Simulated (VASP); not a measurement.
Wanted: the native input for a VASP 6.6.1 run.

```yaml
Task: single point
Functional: PBEsol
Dispersion: D3(BJ)
Potentials_or_basis: VASP PAW PBE potentials, release 64 (K_sv, Cl)
Cutoff: 500 eV
k_mesh: 5 × 5 × 5
Occupations: fermi-dirac, width 0.15 eV
Spin: no spin polarisation
Dipole_correction: no
Further_INCAR_settings: ALGO = Normal; EDIFF = 1e-06; NBANDS = 15
```

The structure of KCl (Sylvite) lies in POSCAR:

```
KCl
1.0
    0.0000000000      3.1464700000      3.1464700000
    3.1464700000      0.0000000000      3.1464700000
    3.1464700000      3.1464700000      0.0000000000
K Cl
1 1
Direct
    0.0000000000      0.0000000000      0.0000000000
    0.5000000000      0.5000000000      0.5000000000
```

These files were run (other wordings do the same):

INCAR

```
  PREC = Accurate
  ENCUT = 500
  EDIFF = 1E-6
  ISMEAR = -1
  SIGMA = 0.15
  LREAL = F
  LASPH = T
  NELM = 120
  ALGO = Normal
  ISIF = 2
  LWAVE = F
  LCHARG = F
  GGA = PS
  IVDW = 12
  NBANDS = 15
  GGA_COMPAT = F
```

KPOINTS

```
regular mesh
0
Gamma
  5 5 5
```

Potentials or basis: VASP PAW PBE potentials, release 64 (K_sv, Cl).

Run with:

```bash
$ cat potpaw_PBE.64/K_sv/POTCAR potpaw_PBE.64/Cl/POTCAR > POTCAR
$ mpirun -np 1 vasp_std > vasp.out
```

It gave:

```yaml
Pressure: -1.4 GPa
Band_gap_on_the_k_mesh: 5.02 eV, direct
Dispersion_energy_per_atom: -0.187 eV
```

Caveat: the PAW data sets were made with another functional, which shifts forces and pressure a little.

Run time: 5.8 s on 1 thread of Intel(R) Xeon(R) Platinum 8559C (Emerald Rapids), on a shared host, peak memory 0.18 GiB.
